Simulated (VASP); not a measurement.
Input of a VASP 6.6.1 run:

The input POSCAR:

```
BaTe
1.0
    3.6018396298      3.6018396298      0.0000000000
   -3.6018396298      3.6018396298      0.0000000000
    0.0000000000      3.6018396298      3.4888407394
Ba Te
1 1
Direct
    0.0000000000      0.0000000000      0.0000000000
    0.5000000000      0.5000000000      0.0000000000
```

Contents of INCAR.step1:

```
PREC = Accurate ; ENCUT = 520
ISMEAR = 0 ; SIGMA = 0.01
LREAL = False ; LASPH = True
NELM = 100 ; NBANDS = 15
GGA = PE ; ALGO = Normal
EDIFF = 1E-4 ; LWAVE = True
LCHARG = False
```

Contents of INCAR.step2:

```
PREC = Accurate ; ENCUT = 520
EDIFF = 1E-6 ; ISMEAR = 0
SIGMA = 0.01 ; LREAL = False
LASPH = True ; NELM = 100
ALGO = Normal ; ISIF = 2
LWAVE = False ; LCHARG = False
METAGGA = R2SCAN ; LMIXTAU = True
NBANDS = 15 ; ISTART = 1
```

File KPOINTS:

```
Automatic mesh
0
Gamma
  6 6 6
```

Potentials or basis: VASP PAW PBE potentials, release 64 (Ba_sv, Te).

Command:

```sh
$ cat potpaw_PBE.64/Ba_sv/POTCAR potpaw_PBE.64/Te/POTCAR > POTCAR
$ cp INCAR.step1 INCAR
$ mpirun -np 1 vasp_std > vasp.out
$ cp INCAR.step2 INCAR
$ mpirun -np 1 vasp_std > vasp.out
```

Question: Predict the band gap on the k mesh.

Answer: 1.93 eV (least direct gap 2.32 eV).

Question: Predict the pressure.

Answer: -0.4 GPa.

Stress tensor (GPa, compression positive):
```
-1.08  0.00  0.00
 0.00 -1.08  0.00
 0.00  0.00  0.91
```

Caveat: the cell differs from its parent crystal (in-plane strain +0.02); the PAW data sets were made with another functional, which shifts forces and pressure a little; spin-orbit coupling is left out, which moves the levels of the heavy elements. A k mesh can miss the band edges.
